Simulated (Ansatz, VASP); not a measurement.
One calculation of Co, two programs

```
Co
1.0
     2.27401    0.00000    0.00000
     0.00000    2.27401    0.00000
     0.00000    0.00000   29.49790
Co
2
Direct
  0.50000 0.50000 0.32665
  0.50000 0.50000 0.24967
```

Alike in both runs: functional PBE; k mesh 8 × 8 × 1; occupations gaussian, width 0.1 eV; collinear spin.

Ansatz relaxed the structure, and its values are those at the end. VASP's run is a single point on that final structure, the one shown.

```csv
,VASP,Ansatz
version,VASP 6.6.1,Ansatz 0.2.0
potentials or method,"VASP PAW PBE potentials, release 64 (Co), cutoff 520 eV","scalar-relativistic, plane waves, PAW"
valence electrons in the cell,18,34
```

VASP gave:

| Item | Value |
| --- | --- |
| gap on the k mesh at the Fermi level (eV) | none |
| rms of the force components (eV/Å) | 0.008 |
| net moment per atom (μB) | 0.00 |
| size of the moment on the site where the two differ most (μB) | 1.54 |

Q: Estimate Ansatz's values.

A: gap on the k mesh at the Fermi level (eV): none; rms of the force components (eV/Å): 0.001; net moment per atom (μB): 0.00; size of the moment on the site where the two differ most (μB): 1.56.

Site moments also hang on the region over which each program counts them. A gap of «none» marks a metal or a gap that the smearing closes. The functional is the same, so the differences come from potentials, cutoffs and numerics. VASP's potentials hold 18 valence electrons a cell and Ansatz's 34, so a difference there can come from the potentials and not from the codes. Ansatz's warnings: slab cell height set.
